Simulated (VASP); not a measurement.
# Al5GaP6 (P31m) in VASP: a series of runs

Al5GaP6 is run at these levels: PBE; tasks: single point.

All numbers are computed with VASP 6.6.1; they aren't measurements. Logs are shortened: lines on timing, memory, paths and dates and some standing lists are left out, and cuts for length are marked.

## (1) The cell of the first run

Symmetry: P31m, No. 157, trigonal system. The conventional cell has a = 6.417 Å, b = 6.417 Å, c = 6.081 Å, α = 90.00°, β = 90.00°, γ = 120.00°. Al (site symmetry m) has 4 P at 2.27 to 2.28 Å within 3.0 Å. Al (site symmetry 3) has 4 P at 2.27 to 2.28 Å within 3.0 Å. Within 3.0 Å of Ga (site symmetry 3m) lie 4 P at 2.27 to 2.28 Å. P (site symmetry m) has 1 Ga at 2.27 Å and 3 Al at 2.27 to 2.28 Å within 3.0 Å. Within 3.0 Å of P (site symmetry 3) lie 4 Al at 2.27 to 2.28 Å. P (site symmetry 3m) has 3 Al at 2.27 Å and 1 Ga at 2.28 Å within 3.0 Å.

## (2) Single point, PBE

The input, INCAR:

```
SYSTEM = Al5GaP6
ALGO = Normal
EDIFF = 1E-6
ENCUT = 520
GGA = PE
ISIF = 2
ISMEAR = 0
LASPH = .True.
LCHARG = .False.
LREAL = .False.
LWAVE = .False.
NBANDS = 41
NELM = 100
PREC = Accurate
SIGMA = 0.1
```

The input, KPOINTS:

```
k-points
0
Gamma
  3 3 4
  0 0 0
```

The input, POSCAR:

```
Al5GaP6
1.0
    6.4168935100      0.0000000000      0.0000000000
   -3.2084467500      5.5571927900      0.0000000000
    0.0000000000      0.0000000000      6.0809764600
Al Ga P
5 1 6
Direct
    0.3333333300      0.3333333300      0.0000690000
    0.0000000000      0.6666666700      0.0000690000
    0.6666666700      0.0000000000      0.0000690000
    0.6666666700      0.3333333300      0.5000690000
    0.3333333300      0.6666666700      0.5000690000
    0.0000000000      0.0000000000      0.5000690000
    0.3333333300      0.3333333300      0.3749310100
    0.0000000000      0.6666666700      0.3749310100
    0.6666666700      0.0000000000      0.3749310100
    0.6666666700      0.3333333300      0.8749310100
    0.3333333300      0.6666666700      0.8749310100
    0.0000000000      0.0000000000      0.8749310100
```

Potentials or basis: VASP PAW PBE potentials, release 64 (Al, Ga_d, P).

Started as:

```
$ cat potpaw_PBE.64/Al/POTCAR potpaw_PBE.64/Ga_d/POTCAR potpaw_PBE.64/P/POTCAR > POTCAR
$ mpirun -np 1 vasp_std > vasp.out
```

OUTCAR:

```text
SYSTEM = Al5GaP6
   EDIFF = 1E-6
   ENCUT = 520
   GGA = PE
   ISIF = 2
   ISMEAR = 0
   LASPH = .True.
   LREAL = .False.
   NELM = 100
   PREC = Accurate

 ion  position               nearest neighbor table
   1  0.333  0.333  0.000-  12 2.27  11 2.27  10 2.27   7 2.28
   2  0.000  0.667  0.000-  12 2.27  11 2.27  10 2.27   8 2.28
   3  0.667  0.000  0.000-  10 2.27  12 2.27  11 2.27   9 2.28
   4  0.667  0.333  0.500-   9 2.27   8 2.27   7 2.27  10 2.28
   5  0.333  0.667  0.500-   8 2.27   9 2.27   7 2.27  11 2.28
   6  0.000  0.000  0.500-   8 2.27   7 2.27   9 2.27  12 2.28
   7  0.333  0.333  0.375-   6 2.27   5 2.27   4 2.27   1 2.28
   8  0.000  0.667  0.375-   6 2.27   5 2.27   4 2.27   2 2.28
   9  0.667  0.000  0.375-   4 2.27   6 2.27   5 2.27   3 2.28
  10  0.667  0.333  0.875-   3 2.27   2 2.27   1 2.27   4 2.28
  11  0.333  0.667  0.875-   2 2.27   3 2.27   1 2.27   5 2.28
  12  0.000  0.000  0.875-   2 2.27   1 2.27   3 2.27   6 2.28

  LATTYP: Found a hexagonal cell.
 ALAT       =     6.4168935100
 C/A-ratio  =     0.9476511416

  Lattice vectors:

 A1 = (   6.4168935100,   0.0000000000,   0.0000000000)
 A2 = (  -3.2084467500,   5.5571927900,   0.0000000000)
 A3 = (   0.0000000000,   0.0000000000,   6.0809764600)

Analysis of symmetry for initial positions (statically):
=====================================================================
 Subroutine PRICEL returns:
 Original cell was already a primitive cell.

 Routine SETGRP: Setting up the symmetry group for a
 hexagonal supercell.

 Subroutine GETGRP returns: Found  6 space group operations
 (whereof  6 operations were pure point group operations)
 out of a pool of 24 trial point group operations.

The static configuration has the point symmetry C_3v.

Analysis of symmetry for dynamics (positions and initial velocities):
=====================================================================
 Subroutine PRICEL returns:
 Original cell was already a primitive cell.

 Routine SETGRP: Setting up the symmetry group for a
 hexagonal supercell.

 Subroutine GETGRP returns: Found  6 space group operations
 (whereof  6 operations were pure point group operations)
 out of a pool of 24 trial point group operations.

The dynamic configuration has the point symmetry C_3v.

 Subroutine INISYM returns: Found  6 space group operations
 (whereof  6 operations are pure point group operations),
 and found     1 'primitive' translations

----------------------------------------------------------------------------------------

                                     Primitive cell

  volume of cell :     216.8471

  direct lattice vectors                    reciprocal lattice vectors
     6.416893510  0.000000000  0.000000000     0.155838647  0.089973484  0.000000000
    -3.208446750  5.557192790  0.000000000     0.000000000  0.179946969  0.000000000
     0.000000000  0.000000000  6.080976460     0.000000000  0.000000000  0.164447274

  length of vectors
     6.416893510  6.416893505  6.080976460     0.179946969  0.179946969  0.164447274

  position of ions in fractional coordinates (direct lattice)
     0.333333330  0.333333330  0.000069000
     1.000000000  0.666666670  0.000069000
     0.666666670  0.000000000  0.000069000
     0.666666670  0.333333330  0.500069000
     0.333333330  0.666666670  0.500069000
     0.000000000  0.000000000  0.500069000
     0.333333330  0.333333330  0.374931010
     1.000000000  0.666666670  0.374931010
     0.666666670  0.000000000  0.374931010
     0.666666670  0.333333330  0.874931010
     0.333333330  0.666666670  0.874931010
     0.000000000  0.000000000  0.874931010

  ion indices of the primitive-cell ions
   primitive index   ion index
                 1           1
                 2           2
                 3           3
                 4           4
                 5           5
                 6           6
                 7           7
                 8           8
                 9           9
                10          10
                11          11
                12          12

----------------------------------------------------------------------------------------

 KPOINTS: k-points

Automatic generation of k-mesh.
 Grid dimensions read from file:
 generate k-points for:    3    3    4

 Generating k-lattice:

  Cartesian coordinates                     Fractional coordinates (reciprocal lattice)
     0.051946216  0.029991161  0.000000000     0.333333333  0.000000000  0.000000000
     0.000000000  0.059982323  0.000000000     0.000000000  0.333333333  0.000000000
     0.000000000  0.000000000  0.041111818     0.000000000  0.000000000  0.250000000

  Length of vectors
     0.059982323  0.059982323  0.041111818

  Shift w.r.t. Gamma in fractional coordinates (k-lattice)
     0.000000000  0.000000000  0.000000000

 Subroutine IBZKPT returns following result:
 ===========================================

 Found     10 irreducible k-points:

 Following reciprocal coordinates:
            Coordinates               Weight
  0.000000  0.000000  0.000000      1.000000
  0.333333 -0.000000  0.000000      6.000000
  0.333333  0.333333  0.000000      2.000000
  0.000000  0.000000  0.250000      2.000000
  0.333333 -0.000000  0.250000     12.000000
  0.333333  0.333333  0.250000      2.000000
 -0.333333 -0.333333  0.250000      2.000000
  0.000000  0.000000  0.500000      1.000000
  0.333333 -0.000000  0.500000      6.000000
  0.333333  0.333333  0.500000      2.000000
   k-points           NKPTS =     10   k-points in BZ     NKDIM =     10   number of bands    NBANDS=     41
   number of dos      NEDOS =    301   number of ions     NIONS =     12
   total plane-waves  NPLWV = 110592
   dimension x,y,z NGX =    48 NGY =   48 NGZ =   48
   dimension x,y,z NGXF=    96 NGYF=   96 NGZF=   96
   ions per type =               5   1   6
   NGX,Y,Z   is equivalent  to a cutoff of  12.44, 12.44, 13.12 a.u.
   NGXF,Y,Z  is equivalent  to a cutoff of  24.87, 24.87, 26.25 a.u.
 SYSTEM =  Al5GaP6
   PREC   = accura    normal or accurate (medium, high low for compatibility)
   ISTART =      0    job   : 0-new  1-cont  2-samecut
   ICHARG =      2    charge: 1-file 2-atom 10-const
   ISPIN  =      1    spin polarized calculation?
   LNONCOLLINEAR =      F non collinear calculations
   LSORBIT =      F    spin-orbit coupling
   LASPH  =      T    aspherical Exc in radial PAW
   ENCUT  =  520.0 eV  38.22 Ry    6.18 a.u.  11.93 11.93 11.31*2*pi/ulx,y,z
   NELM   =    100;   NELMIN=  2; NELMDL= -5     # of ELM steps
   EDIFF  = 0.1E-05   stopping-criterion for ELM
   LREAL  =      F    real-space projection
   EDIFFG = 0.1E-04   stopping-criterion for IOM
   NSW    =      0    number of steps for IOM
   IBRION =     -1    ionic relax: 0-MD 1-quasi-New 2-CG
   NFREE  =      0    steps in history (QN), initial steepest desc. (CG)
   ISIF   =      2    stress and relaxation
   ISYM   =      2    0-nonsym 1-usesym 2-fastsym
   POTIM  = 0.5000    time-step for ionic-motion
   TEBEG  =    0.0;   TEEND  =   0.0 temperature during run
   PSTRESS=    0.0 pullay stress
   NELECT =      58.0000    total number of electrons
   NUPDOWN=      -1.0000    fix difference up-down
   EMIN   =  10.00;   EMAX   =-10.00  energy-range for DOS
   EFERMI =   0.00;   METHOD = LEGACY
   ISMEAR =     0;   SIGMA  =   0.10  broadening in eV -4-tet -1-fermi 0-gaus
   EFERMI_NEDOS =   21; number of points for ismear=-14 and -15
   IALGO  =     38    algorithm
   IMIX   =      4    mixing-type and parameters
     AMIX     =   0.40;   BMIX     =  1.00
     AMIX_MAG =   1.60;   BMIX_MAG =  1.00
  volume/ion in A,a.u.               =      18.07       121.95
  Fermi-wavevector in a.u.,A,eV,Ry     =   1.054791  1.993265 15.137616  1.112583
  Thomas-Fermi vector in A             =   2.189964
   LORBIT       =      0    0 simple, 1 ext, 2 COOP (PROOUT), +10 PAW based schemes
   GGA     = PE    functional components
   LHFCALC =     F    Hartree Fock is set to
   AEXX    =    0.0000 exact exchange contribution
   IVDW    =     0    specifies the selected vdW correction
   LEPSILON=     F    determine dielectric tensor
   LRPA    =     F    only Hartree local field effects (RPA)
 non-spin polarized calculation
 Gauss-broadening in eV      SIGMA  =   0.10
  energy-cutoff  :      520.00
  volume of cell :      216.85
 maximum number of plane-waves:      5897
   NGX = 23   NGY = 23   NGZ = 23

 number of electron      57.9999998 magnetization

 Free energy of the ion-electron system (eV)
  ---------------------------------------------------
  ext. energy  EPLUGINS =         0.00000000
  ---------------------------------------------------
  free energy    TOTEN  =       -59.45727932 eV

  energy without entropy =      -59.45727932  energy(sigma->0) =      -59.45727932

 E-fermi :   6.3600     XC(G=0):  -9.7852

 val. band max:        5.8703488371   @ k =   0.0000   0.0000   0.0000
 cond. band min:       7.5916693345   @ k =  -0.3333  -0.3333   0.2500
 fundamental gap:      1.7213204974
 Fermi energy:         6.3599799661

 k-point     1 :       0.0000    0.0000    0.0000
  band No.  band energies     occupation
      1      -8.6293      2.00000
      2      -8.6279      2.00000
      3      -8.6279      2.00000
      4      -8.4934      2.00000
      5      -8.4934      2.00000
      6      -6.7000      2.00000
[... 33 lines left out ...]
     40      12.2263      0.00000
     41      12.2952      0.00000

 k-point     2 :       0.3333   -0.0000    0.0000
  band No.  band energies     occupation
      1      -8.6301      2.00000
      2      -8.6291      2.00000
      3      -8.6269      2.00000
      4      -8.4936      2.00000
      5      -8.4933      2.00000
      6      -6.2832      2.00000
[... 346 lines left out ...]
      1      -8.6299      2.00000
      2      -8.6299      2.00000
      3      -8.6231      2.00000
      4      -8.4939      2.00000
      5      -8.4939      2.00000
      6      -5.1312      2.00000
[... 33 lines left out ...]
     40      10.1906      0.00000
     41      10.1906      0.00000

------------------------ aborting loop because EDIFF is reached ----------------------------------------

  FORCE on cell =-STRESS in cart. coord.  units (eV):
  Direction    XX          YY          ZZ          XY          YZ          ZX
  --------------------------------------------------------------------------------------
  -------------------------------------------------------------------------------------
  Total       21.3392717     21.3392717     21.6477273      0.0000000     -0.0000000     -0.0000000
  in kB      157.6654581    157.6654579    159.9444859      0.0000001     -0.0000000     -0.0000000
  external PRESSURE =     158.4251340 kB  Pullay stress =       0.0000000 kB

 VOLUME and BASIS-vectors are now :
 -----------------------------------------------------------------------------
  energy-cutoff  :      520.00
  volume of cell :      216.85
      direct lattice vectors                 reciprocal lattice vectors
     6.416893510  0.000000000  0.000000000     0.155838647  0.089973484  0.000000000
    -3.208446750  5.557192790  0.000000000     0.000000000  0.179946969  0.000000000
     0.000000000  0.000000000  6.080976460     0.000000000  0.000000000  0.164447274

 POSITION                                       TOTAL-FORCE (eV/Angst)
 -----------------------------------------------------------------------------------
      1.06948      1.85240      0.00042        -0.003033     -0.005254      0.011522
     -2.13896      3.70480      0.00042        -0.003033      0.005254      0.011522
      4.27793      0.00000      0.00042         0.006067      0.000000      0.011522
      3.20845      1.85240      3.04091        -0.000000     -0.000000      0.042032
     -0.00000      3.70480      3.04091        -0.000000      0.000000      0.042032
      0.00000      0.00000      3.04091        -0.000000      0.000000      0.088911
      1.06948      1.85240      2.27995        -0.005121     -0.008870     -0.047347
     -2.13896      3.70480      2.27995        -0.005121      0.008870     -0.047347
      4.27793      0.00000      2.27995         0.010242      0.000000     -0.047347
      3.20845      1.85240      5.32043        -0.000000      0.000000     -0.041369
     -0.00000      3.70480      5.32043        -0.000000     -0.000000     -0.041369
      0.00000      0.00000      5.32043        -0.000000     -0.000000      0.017237
 -----------------------------------------------------------------------------------
    total drift:                                0.000000      0.000001     -0.000318

  FREE ENERGIE OF THE ION-ELECTRON SYSTEM (eV)
  ---------------------------------------------------
  free  energy   TOTEN  =       -59.4572793213 eV

  energy  without entropy=      -59.4572793213  energy(sigma->0) =      -59.45727932
```

It took 47 s on 1 thread of Intel Xeon 6975P-C (Granite Rapids), shared host; peak memory 0.35 GiB.

Results:

```yaml
Free_energy: -59.4573 eV
Pressure: 15.8 GPa
Largest_force: 0.089 eV/Å
Band_gap_on_the_k_mesh: 1.72 eV (least direct gap 1.87 eV)
```

Forces on the atoms (eV/Å):
```
Al  -0.003 -0.005  0.012
Al  -0.003  0.005  0.012
Al   0.006  0.000  0.012
Al   0.000  0.000  0.042
Al   0.000  0.000  0.042
Ga   0.000  0.000  0.089
P   -0.005 -0.009 -0.047
P   -0.005  0.009 -0.047
P    0.010  0.000 -0.047
P    0.000  0.000 -0.041
P    0.000  0.000 -0.041
P    0.000  0.000  0.017
```

Caveat: the cell stands under pressure.

## (3) Single point, PBE

This run uses another cell than the first one, of 20.85 Å³/atom.

The input, INCAR:

```
  ALGO = Normal
  EDIFF = 1E-7
  ENCUT = 520
  GGA = PE
  ISIF = 2
  ISMEAR = 0
  LASPH = True
  LCHARG = False
  LREAL = False
  LWAVE = False
  NBANDS = 41
  NELM = 100
  PREC = Accurate
  SIGMA = 0.1
```

The input, KPOINTS:

```
k-points
0
Gamma
  3 3 4
```

The input, POSCAR:

```
Al5GaP6
1.0
    6.7263906557     -0.0000000030      0.0000000000
   -3.3631953252      5.8252251851      0.0000000000
    0.0000000000      0.0000000000      6.3848887134
Al Ga P
5 1 6
Direct
    0.3335323144      0.3335323144     -0.0000369488
    0.0000000000      0.6664676856     -0.0000369488
    0.6664676856      0.0000000000     -0.0000369488
    0.6666666667      0.3333333333      0.5001254226
    0.3333333333      0.6666666667      0.5001254226
    0.0000000000      0.0000000000      0.5014097466
    0.3336206698      0.3336206698      0.3744085514
    0.0000000000      0.6663793302      0.3744085514
    0.6663793302      0.0000000000      0.3744085514
    0.6666666667      0.3333333333      0.8744858450
    0.3333333333      0.6666666667      0.8744858450
    0.0000000000      0.0000000000      0.8762529703
```

Potentials or basis: VASP PAW PBE potentials, release 64 (Al, Ga_d, P).

Started as:

```
$ cat potpaw_PBE.64/Al/POTCAR potpaw_PBE.64/Ga_d/POTCAR potpaw_PBE.64/P/POTCAR > POTCAR
$ mpirun -np 1 vasp_std > vasp.out
```

It took 63 s on 1 thread of Intel Xeon 6975P-C (Granite Rapids), shared host; peak memory 0.37 GiB.

The run converged. Its results:

```
Free energy            : -60.9269 eV
Pressure               : 0.1 GPa
Largest force          : 0.012 eV/Å
Band gap on the k mesh : 1.73 eV (least direct gap 2.13 eV)
```

Forces on the atoms (eV/Å):
```
Al   0.000  0.000 -0.004
Al   0.000  0.000 -0.004
Al   0.001  0.000 -0.004
Al   0.000  0.000 -0.003
Al   0.000  0.000 -0.003
Ga   0.000  0.000 -0.007
P    0.004  0.008  0.003
P    0.004 -0.008  0.003
P   -0.009  0.000  0.003
P    0.000  0.000  0.002
P    0.000  0.000  0.002
P    0.000  0.000  0.012
```

Stress tensor (GPa, compression positive):
```
0.09 0.00 0.00
0.00 0.09 0.00
0.00 0.00 0.00
```

Levels at points of the mesh, in eV from the valence-band top:
| k point | band 25 | band 26 | band 27 | band 28 | band 29 | band 30 | band 31 | band 32 | band 33 | band 34 |
| --- | --- | --- | --- | --- | --- | --- | --- | --- | --- | --- |
| (0.00, 0.00, 0.00) | -0.96 | -0.96 | -0.13 | 0.00 | 0.00 | 2.13 | 2.27 | 2.27 | 2.91 | 4.13 |
| (0.00, 0.00, 0.50) | -1.28 | -0.58 | -0.58 | -0.48 | -0.48 | 2.43 | 3.00 | 3.08 | 3.08 | 3.09 |
